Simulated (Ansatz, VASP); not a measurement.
Ti in VASP and in Ansatz

```xyz
1
Lattice="-1.6410 1.6410 1.6410 1.6410 -1.6410 1.6410 1.6410 1.6410 -1.6410" Properties=species:S:1:pos:R:3 pbc="T T T"
Ti    0.0000    0.0000    0.0000
```

Alike in both runs: task single point; functional r2SCAN50; k mesh 6 × 6 × 6; occupations fermi-dirac, width 0.05 eV; no spin polarisation.

|  | VASP | Ansatz |
| --- | --- | --- |
| version | VASP 6.6.1 | Ansatz 0.2.0 |
| potentials or method | VASP PAW PBE potentials, release 64 (Ti_sv) | Ansatz PAW |
| plane-wave cutoff (eV) | 520 | 500 |
| valence electrons in the cell | 12 | 12 |

```tsv
	VASP	Ansatz	Ansatz less VASP
gap on the k mesh at the Fermi level (eV)	none	none	-
pressure (GPa)	-4.7	-4.3	+0.44
```

VASP's potentials were made for PBE, not for r2SCAN50. A gap of «none» marks a metal or a gap that the smearing closes.

The k mesh is coarse, so the values compare programs but aren't converged.
